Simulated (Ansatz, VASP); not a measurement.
**One calculation of Mg2CdSe3, two programs**

```xyz
12
Lattice="4.3008 0.0000 0.0000 -2.1504 3.7246 0.0000 0.0000 0.0000 20.8766" Properties=species:S:1:pos:R:3 pbc="T T T"
Mg    2.1504    1.2415    3.4947
Mg    2.1504    1.2415   17.3330
Mg    0.0000    2.4831    6.8947
Mg    0.0000    2.4831   13.9330
Cd    2.1504    1.2415   10.4574
Cd    0.0000    2.4831    0.0191
Se    2.1504    1.2415    6.0949
Se    2.1504    1.2415   13.1396
Se    2.1504    1.2415   19.9390
Se    0.0000    2.4831    2.7012
Se    0.0000    2.4831    9.5007
Se    0.0000    2.4831   16.5332
```

Alike in both runs: task single point; functional PBE; k mesh 6 × 6 × 1; occupations gaussian, width 0.1 eV; no spin polarisation.

|  | VASP | Ansatz |
| --- | --- | --- |
| version | VASP 6.6.1 | Ansatz 0.2.0 |
| potentials or method | VASP PAW PBE potentials, release 64 (Mg, Cd, Se), cutoff 520 eV | scalar-relativistic, plane waves, PAW |
| valence electrons in the cell | 68 | 176 |

```csv
,VASP,Ansatz,Ansatz less VASP
gap on the k mesh at the Fermi level (eV),1.54,1.55,+0.004
least direct gap on the mesh (eV),1.54,1.55,+0.004
pressure (GPa),0.1,0.0,-0.06
rms of the force components (eV/Å),0.011,0.001,-0.0104
```

Atom by atom the forces differ by 0.010 eV/Å (rms over components). VASP's potentials hold 68 valence electrons a cell and Ansatz's 176, so a difference there can come from the potentials and not from the codes.
